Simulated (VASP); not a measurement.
# SrCl2 in VASP: further runs

Runs on SrCl2. Level: PBE. Tasks: single point.

Everything below comes from runs of VASP 6.6.1. Logs are shortened: lines on timing, memory, paths and dates and some standing lists are left out, and cuts for length are marked.

## 1. The cell of the first run

It takes space group Fm-3m (No. 225, cubic). Conventional cell: a = 6.692 Å, b = 6.692 Å, c = 6.692 Å, α = 90.00°, β = 90.00°, γ = 90.00°. Within 3.8 Å of Sr (site symmetry m-3m) lie 8 Cl at 2.90 Å. Cl (site symmetry -43m) has 4 Sr at 2.90 Å and 6 Cl at 3.35 Å within 3.8 Å.

## 2. Single point, PBE (strain -0.040 along x and y, -0.040 along z)

INCAR

```
PREC = Accurate
ENCUT = 520
EDIFF = 1E-6
ISMEAR = 0
SIGMA = 0.05
LREAL = False
LASPH = True
NELM = 80
ALGO = Normal
ISIF = 2
LWAVE = False
LCHARG = True
GGA = PE
LELF = True
LVHAR = True
NBANDS = 19
```

KPOINTS

```
regular mesh
0
Gamma
  6 6 6
```

POSCAR

```
SrCl2
1.0
    0.0000000000      3.3460800000      3.3460800000
    3.3460800000      0.0000000000      3.3460800000
    3.3460800000      3.3460800000      0.0000000000
Sr Cl
1 2
Direct
    0.0000000000      0.0000000000      0.0000000000
    0.2500000000      0.2500000000      0.2500000000
    0.7500000000      0.7500000000      0.7500000000
```

Potentials or basis: VASP PAW PBE potentials, release 64 (Sr_sv, Cl).

Command:

```
cat potpaw_PBE.64/Sr_sv/POTCAR potpaw_PBE.64/Cl/POTCAR > POTCAR
mpirun -np 1 vasp_std > vasp.out
```

OUTCAR:

```text
PREC = Accurate
   ENCUT = 520
   EDIFF = 1E-6
   ISMEAR = 0
   LREAL = False
   LASPH = True
   NELM = 80
   ISIF = 2
   GGA = PE

 ion  position               nearest neighbor table
   1  0.000  0.000  0.000-   3 2.90   3 2.90   3 2.90   2 2.90   2 2.90   2 2.90   3 2.90   2 2.90

   2  0.250  0.250  0.250-   1 2.90   1 2.90   1 2.90   1 2.90
   3  0.750  0.750  0.750-   1 2.90   1 2.90   1 2.90   1 2.90

  LATTYP: Found a face centered cubic cell.
 ALAT       =     6.6921600000

  Lattice vectors:

 A1 = (   0.0000000000,   3.3460800000,   3.3460800000)
 A2 = (   3.3460800000,   0.0000000000,   3.3460800000)
 A3 = (   3.3460800000,   3.3460800000,   0.0000000000)

Analysis of symmetry for initial positions (statically):
=====================================================================
 Subroutine PRICEL returns:
 Original cell was already a primitive cell.

 Routine SETGRP: Setting up the symmetry group for a
 face centered cubic supercell.

 Subroutine GETGRP returns: Found 48 space group operations
 (whereof 48 operations were pure point group operations)
 out of a pool of 48 trial point group operations.

The static configuration has the point symmetry O_h .

Analysis of symmetry for dynamics (positions and initial velocities):
=====================================================================
 Subroutine PRICEL returns:
 Original cell was already a primitive cell.

 Routine SETGRP: Setting up the symmetry group for a
 face centered cubic supercell.

 Subroutine GETGRP returns: Found 48 space group operations
 (whereof 48 operations were pure point group operations)
 out of a pool of 48 trial point group operations.

The dynamic configuration has the point symmetry O_h .

 Subroutine INISYM returns: Found 48 space group operations
 (whereof 48 operations are pure point group operations),
 and found     1 'primitive' translations

----------------------------------------------------------------------------------------

                                     Primitive cell

  volume of cell :      74.9271

  direct lattice vectors                    reciprocal lattice vectors
     0.000000000  3.346080000  3.346080000    -0.149428585  0.149428585  0.149428585
     3.346080000  0.000000000  3.346080000     0.149428585 -0.149428585  0.149428585
     3.346080000  3.346080000  0.000000000     0.149428585  0.149428585 -0.149428585

[... 73 lines left out ...]
   LASPH  =      T    aspherical Exc in radial PAW
   ENCUT  =  520.0 eV  38.22 Ry    6.18 a.u.   8.80  8.80  8.80*2*pi/ulx,y,z
   NELM   =     80;   NELMIN=  2; NELMDL= -5     # of ELM steps
   EDIFF  = 0.1E-05   stopping-criterion for ELM
   LREAL  =      F    real-space projection
   EDIFFG = 0.1E-04   stopping-criterion for IOM
   NSW    =      0    number of steps for IOM
   IBRION =     -1    ionic relax: 0-MD 1-quasi-New 2-CG
   NFREE  =      0    steps in history (QN), initial steepest desc. (CG)
   ISIF   =      2    stress and relaxation
   ISYM   =      2    0-nonsym 1-usesym 2-fastsym
   POTIM  = 0.5000    time-step for ionic-motion
   TEBEG  =    0.0;   TEEND  =   0.0 temperature during run
   PSTRESS=    0.0 pullay stress
   NELECT =      24.0000    total number of electrons
   NUPDOWN=      -1.0000    fix difference up-down
   EMIN   =  10.00;   EMAX   =-10.00  energy-range for DOS
   EFERMI =   0.00;   METHOD = LEGACY
   ISMEAR =     0;   SIGMA  =   0.05  broadening in eV -4-tet -1-fermi 0-gaus
   EFERMI_NEDOS =   21; number of points for ismear=-14 and -15
   IALGO  =     38    algorithm
   IMIX   =      4    mixing-type and parameters
     AMIX     =   0.40;   BMIX     =  1.00
     AMIX_MAG =   1.60;   BMIX_MAG =  1.00
  volume/ion in A,a.u.               =      24.98       168.54
  Fermi-wavevector in a.u.,A,eV,Ry     =   1.120123  2.116725 17.070887  1.254675
  Thomas-Fermi vector in A             =   2.256767
   LORBIT       =      0    0 simple, 1 ext, 2 COOP (PROOUT), +10 PAW based schemes
   GGA     = PE    functional components
   LHFCALC =     F    Hartree Fock is set to
   AEXX    =    0.0000 exact exchange contribution
   IVDW    =     0    specifies the selected vdW correction
   LEPSILON=     F    determine dielectric tensor
   LRPA    =     F    only Hartree local field effects (RPA)
 non-spin polarized calculation
 Gauss-broadening in eV      SIGMA  =   0.05
  energy-cutoff  :      520.00
  volume of cell :       74.93
 maximum number of plane-waves:      2044
   NGX = 17   NGY = 17   NGZ = 17

 number of electron      24.0000000 magnetization

 Free energy of the ion-electron system (eV)
  ---------------------------------------------------
  ext. energy  EPLUGINS =         0.00000000
  ---------------------------------------------------
  free energy    TOTEN  =       -12.53594953 eV

  energy without entropy =      -12.53594953  energy(sigma->0) =      -12.53594953

 E-fermi :   1.3821     XC(G=0):  -8.8351

 val. band max:        1.0410858780   @ k =   0.5000   0.5000   0.0000
 cond. band min:       6.4536801485   @ k =   0.5000   0.5000   0.0000
 fundamental gap:      5.4125942705
 Fermi energy:         1.3821375952

 k-point     1 :       0.0000    0.0000    0.0000
  band No.  band energies     occupation
      1     -31.4707      2.00000
      2     -13.5247      2.00000
      3     -13.5247      2.00000
      4     -13.5247      2.00000
      5     -12.6912      2.00000
      6     -11.5559      2.00000
[... 329 lines left out ...]
      6     -11.5162      2.00000
[... 11 lines left out ...]
     18      11.4642      0.00000
     19      11.7043      0.00000

------------------------ aborting loop because EDIFF is reached ----------------------------------------

  FORCE on cell =-STRESS in cart. coord.  units (eV):
  Direction    XX          YY          ZZ          XY          YZ          ZX
  --------------------------------------------------------------------------------------
  -------------------------------------------------------------------------------------
  Total        3.4579669      3.4579669      3.4579669     -0.0000000     -0.0000000      0.0000000
  in kB       73.9422147     73.9422147     73.9422147     -0.0000000     -0.0000000      0.0000000
  external PRESSURE =      73.9422147 kB  Pullay stress =       0.0000000 kB

 VOLUME and BASIS-vectors are now :
 -----------------------------------------------------------------------------
  energy-cutoff  :      520.00
  volume of cell :       74.93
      direct lattice vectors                 reciprocal lattice vectors
     0.000000000  3.346080000  3.346080000    -0.149428585  0.149428585  0.149428585
     3.346080000  0.000000000  3.346080000     0.149428585 -0.149428585  0.149428585
     3.346080000  3.346080000  0.000000000     0.149428585  0.149428585 -0.149428585

 POSITION                                       TOTAL-FORCE (eV/Angst)
 -----------------------------------------------------------------------------------
      0.00000      0.00000      0.00000        -0.000000      0.000000     -0.000000
      1.67304      1.67304      1.67304         0.000000      0.000000      0.000000
      5.01912      5.01912      5.01912        -0.000000     -0.000000      0.000000
 -----------------------------------------------------------------------------------
    total drift:                                0.000000      0.000000      0.000000

  FREE ENERGIE OF THE ION-ELECTRON SYSTEM (eV)
  ---------------------------------------------------
  free  energy   TOTEN  =       -12.5359495308 eV

  energy  without entropy=      -12.5359495308  energy(sigma->0) =      -12.53594953
```

stdout:

```text
POSCAR found type information on POSCAR SrCl
 POSCAR found :  2 types and       3 ions
 scaLAPACK will be used
 LDA part: xc-table for (Slater+PW92), standard interpolation
 POSCAR, INCAR and KPOINTS ok, starting setup
 FFT: planning ... GRIDC
 FFT: planning ... GRID_SOFT
 FFT: planning ... GRID
 WAVECAR not read
 entering main loop
```

It took 19 s on 1 thread of AMD EPYC 7R13 (Zen 3), shared host; peak memory 0.18 GiB.

Results:

| Item | Value |
| --- | --- |
| Free energy | -12.5359 eV |
| Pressure | 7.4 GPa |
| Band gap on the k mesh | 5.41 eV |

Levels at points of the mesh, in eV from the valence-band top:
```tsv
k point	band 9	band 10	band 11	band 12	band 13	band 14	band 15	band 16
(0.00, 0.00, 0.00)	-2.60	-0.39	-0.39	-0.39	5.83	6.00	6.00	9.24
(0.50, 0.00, 0.00)	-1.73	-1.56	-1.22	-1.22	6.78	6.78	7.93	8.02
(0.50, 0.50, 0.00)	-2.18	-0.51	-0.51	0.00	5.41	7.37	7.89	8.35
```

Caveat: the cell differs from its parent crystal (strain -0.040 along x and y, -0.040 along z); the cell stands under pressure. A k mesh can miss the band edges.

## 3. Single point, PBE (strain -0.080 along x and y, -0.040 along z)

INCAR

```
SYSTEM = SrCl2
ALGO     = Normal         ! electronic algorithm
EDIFF    = 1E-6           ! SCF threshold, eV
ENCUT    = 520            ! plane-wave cutoff, eV
GGA      = PE             ! functional
ISIF     = 2              ! what is computed and relaxed
ISMEAR   = 0              ! smearing method
LASPH    = .TRUE.         ! aspherical terms in the spheres
LCHARG   = .FALSE.        ! write CHGCAR
LREAL    = .FALSE.        ! projectors in reciprocal space
LWAVE    = .FALSE.        ! write WAVECAR
NBANDS   = 19             ! bands
NELM     = 100            ! most SCF steps
PREC     = Accurate       ! precision mode
SIGMA    = 0.05           ! smearing width, eV
```

KPOINTS

```
k-points
0
G
  6 6 6
  0 0 0
```

POSCAR

```
SrCl2
1.0
    0.0000000000      3.2066600000      3.3460800000
    3.2066600000      0.0000000000      3.3460800000
    3.2066600000      3.2066600000      0.0000000000
Sr Cl
1 2
Direct
    0.0000000000      0.0000000000      0.0000000000
    0.2500000000      0.2500000000      0.2500000000
    0.7500000000      0.7500000000      0.7500000000
```

Potentials or basis: VASP PAW PBE potentials, release 64 (Sr_sv, Cl).

Command:

```
cat potpaw_PBE.64/Sr_sv/POTCAR potpaw_PBE.64/Cl/POTCAR > POTCAR
mpirun -np 1 vasp_std > vasp.out
```

Run time: 30 s. Hardware: 1 thread of AMD EPYC 7R13 (Zen 3), shared host; peak memory 0.19 GiB.

It converged, with:

```yaml
Free_energy: -12.1179 eV
Pressure: 13.9 GPa
Band_gap_on_the_k_mesh: 5.14 eV (least direct gap 5.17 eV)
```

Stress tensor (GPa, compression positive):
```
14.88  0.00  0.00
 0.00 14.88  0.00
 0.00  0.00 11.92
```

Levels at points of the mesh, in eV from the valence-band top:
| k point | band 10 | band 11 | band 12 | band 13 | band 14 | band 15 |
| --- | --- | --- | --- | --- | --- | --- |
| (0.00, 0.00, 0.00) | -0.81 | -0.41 | -0.41 | 5.45 | 5.92 | 6.17 |
| (0.50, 0.00, 0.00) | -1.85 | -1.46 | -1.46 | 6.59 | 6.69 | 7.94 |
| (0.50, 0.50, 0.00) | -0.63 | -0.63 | -0.33 | 5.14 | 7.17 | 7.93 |
| (0.50, 0.00, 0.50) | -1.00 | -0.52 | 0.00 | 5.17 | 7.60 | 7.92 |

Caveat: the cell differs from its parent crystal (strain -0.080 along x and y, -0.040 along z); the cell stands under pressure.
